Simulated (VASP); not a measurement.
Write the native input for VASP 6.6.1 that does the following.

- Task: single point
- Functional: PBE
- Potentials or basis: VASP PAW PBE potentials, release 64 (Ni, Al)
- Cutoff: 600 eV
- k mesh: 15 × 15 × 15
- Occupations: fermi-dirac, width 0.1 eV
- Spin: no spin polarisation
- Dipole correction: no
- Further INCAR settings: ALGO = Normal; EDIFF = 1e-06; NBANDS = 14

The structure of AlNi (CsCl type) lies in POSCAR:

```
AlNi
1.0
    2.8935740661      0.0000000000      0.0000000000
    0.0000000000      2.8935740661      0.0000000000
    0.0000000000      0.0000000000      2.8935740661
Ni Al
1 1
Direct
    0.0000000000      0.0000000000      0.0000000000
    0.5000000000      0.5000000000      0.5000000000
```

The input as run:

INCAR

```
SYSTEM = AlNi
PREC = Accurate ; ENCUT = 600
EDIFF = 1E-6 ; ISMEAR = -1
SIGMA = 0.1 ; LREAL = .False.
LASPH = .True. ; NELM = 120
ALGO = Normal ; ISIF = 2
LWAVE = .False. ; LCHARG = .False.
GGA = PE ; NBANDS = 14
GGA_COMPAT = .False.
```

KPOINTS

```
Automatic mesh
0
Gamma
  15 15 15
  0 0 0
```

Potentials or basis: VASP PAW PBE potentials, release 64 (Ni, Al).

Command:

```sh
$ cat potpaw_PBE.64/Ni/POTCAR potpaw_PBE.64/Al/POTCAR > POTCAR
$ mpirun -np 1 vasp_std > vasp.out
```

It gave:

The pressure is -0.1 GPa and the band gap on the k mesh is zero (an odd number of electrons rules out a gap without spin polarisation).

Wall time 16 s on 1 thread of Intel(R) Xeon(R) Platinum 8375C CPU @ 2.90GHz (Ice Lake), on a shared host, peak memory 0.17 GiB.
